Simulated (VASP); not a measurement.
Here is a VASP 6.6.1 calculation.

The input INCAR:

```
  PREC = Accurate
  ENCUT = 520
  EDIFF = 1E-6
  ISMEAR = -1
  SIGMA = 0.02
  LREAL = False
  LASPH = True
  NELM = 60
  ALGO = Normal
  ISIF = 2
  LWAVE = False
  LCHARG = True
  GGA = PE
  LELF = True
  LVHAR = True
  NBANDS = 15
```

File KPOINTS:

```
regular mesh
0
Gamma
  7 7 7
```

Contents of POSCAR:

```
KCl
1.0
    3.6340000000      0.0000000000      0.0000000000
    0.0000000000      3.6340000000      0.0000000000
    0.0000000000      0.0000000000      3.7430200000
K Cl
1 1
Direct
    0.0000000000      0.0000000000      0.0000000000
    0.5000000000      0.5000000000      0.5000000000
```

Potentials or basis: VASP PAW PBE potentials, release 64 (K_sv, Cl).

Run with:

```console
$ cat potpaw_PBE.64/K_sv/POTCAR potpaw_PBE.64/Cl/POTCAR > POTCAR
$ mpirun -np 1 vasp_std > vasp.out
```

Question: Predict the pressure.

Answer: 3.5 GPa.

Question: Estimate the band gap on the k mesh.

Answer: 5.38 eV, indirect (least direct gap 5.57 eV).

Stress tensor (GPa, compression positive):
```
3.94 0.00 0.00
0.00 3.94 0.00
0.00 0.00 2.47
```

Caveat: the cell differs from its parent crystal (zz strain of +3 %). A k mesh can miss the band edges.
